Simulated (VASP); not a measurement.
A run of VASP 6.6.1:

Contents of POSCAR:

```
KF
1.0
    0.0000000000      2.6718500000      2.6718500000
    2.6718500000      0.0000000000      2.6718500000
    2.6718500000      2.6718500000      0.0000000000
K F
1 1
Direct
    0.0000000000      0.0000000000      0.0000000000
    0.5000000000      0.5000000000      0.5000000000
```

INCAR.step1

```
ALGO     = Normal         # electronic algorithm
EDIFF    = 1E-5           # SCF threshold, eV
ENCUT    = 520            # plane-wave cutoff, eV
GGA      = PE             # functional
ISIF     = 2              # what is computed and relaxed
ISMEAR   = -1             # smearing method
LASPH    = T              # aspherical terms in the spheres
LCHARG   = F              # write CHGCAR
LREAL    = F              # projectors in reciprocal space
LWAVE    = T              # write WAVECAR
NBANDS   = 15             # bands
NELM     = 80             # most SCF steps
PREC     = Accurate       # precision mode
SIGMA    = 0.05           # smearing width, eV
```

INCAR.step2

```
AEXX     = 0.25           # exact-exchange fraction
ALGO     = Normal         # electronic algorithm
EDIFF    = 1E-7           # SCF threshold, eV
ENCUT    = 520            # plane-wave cutoff, eV
GGA      = PE             # functional
ISIF     = 2              # what is computed and relaxed
ISMEAR   = -1             # smearing method
ISTART   = 1            
LASPH    = T              # aspherical terms in the spheres
LCHARG   = F              # write CHGCAR
LHFCALC  = T              # exact exchange
LREAL    = F              # projectors in reciprocal space
LWAVE    = F              # write WAVECAR
NBANDS   = 15             # bands
NELM     = 80             # most SCF steps
PREC     = Accurate       # precision mode
PRECFOCK = Normal       
SIGMA    = 0.05           # smearing width, eV
```

The input KPOINTS:

```
k-points
0
Gamma
  6 6 6
```

Potentials or basis: VASP PAW PBE potentials, release 64 (K_sv, F).

Command:

```bash
$ cat potpaw_PBE.64/K_sv/POTCAR potpaw_PBE.64/F/POTCAR > POTCAR
$ cp INCAR.step1 INCAR
$ mpirun -np 1 vasp_std > vasp.out
$ cp INCAR.step2 INCAR
$ mpirun -np 1 vasp_std > vasp.out
```

Hardware: 1 thread of Intel Xeon 8259CL (shared host).

Question: Estimate the wall time of this run.

Answer: Run time: 64 min on 1 thread of Intel Xeon 8259CL (shared host), peak memory 0.19 GiB. Counts: k points 16.
